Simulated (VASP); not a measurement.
Input of a VASP 6.6.1 run:

The input POSCAR:

```
TiAl
1.0
    2.8672622300      0.0000000000      0.0000000000
   -1.4336311200      2.4831219300      0.0000000000
    0.0000000000      0.0000000000      4.6780830000
Ti Al
1 1
Direct
    0.0000000000      0.0000000000      0.0000000000
    0.3333333300      0.6666666700      0.5000000000
```

The input INCAR.step1:

```
PREC = Accurate
ENCUT = 520
ISMEAR = 0
SIGMA = 0.1
LREAL = F
LASPH = T
NELM = 60
NBANDS = 14
GGA = PE
ALGO = Normal
EDIFF = 1E-4
LWAVE = T
LCHARG = F
```

The input INCAR.step2:

```
PREC = Accurate
ENCUT = 520
EDIFF = 1E-7
ISMEAR = 0
SIGMA = 0.1
LREAL = F
LASPH = T
NELM = 60
ALGO = Normal
ISIF = 2
LWAVE = F
LCHARG = F
METAGGA = R2SCAN
LMIXTAU = T
LUSE_VDW = T
IVDW_NL = 2
BPARAM = 11.95
CPARAM = 0.0093
NBANDS = 14
ISTART = 1
```

File KPOINTS:

```
regular mesh
0
Gamma
  9 9 4
```

Potentials or basis: VASP PAW PBE potentials, release 64 (Ti_sv, Al).

The run is started by

```console
$ cat potpaw_PBE.64/Ti_sv/POTCAR potpaw_PBE.64/Al/POTCAR > POTCAR
$ cp INCAR.step1 INCAR
$ mpirun -np 1 vasp_std > vasp.out
$ cp INCAR.step2 INCAR
$ mpirun -np 1 vasp_std > vasp.out
```

Estimate the band gap on the k mesh.

zero (an odd number of electrons rules out a gap without spin polarisation).

What does it give for the pressure?

-1.6 GPa.

Stress tensor (GPa, compression positive):
```
-1.17  0.00  0.00
 0.00 -1.17  0.00
 0.00  0.00 -2.54
```

Caveat: the PAW data sets were made with another functional, which shifts forces and pressure a little.
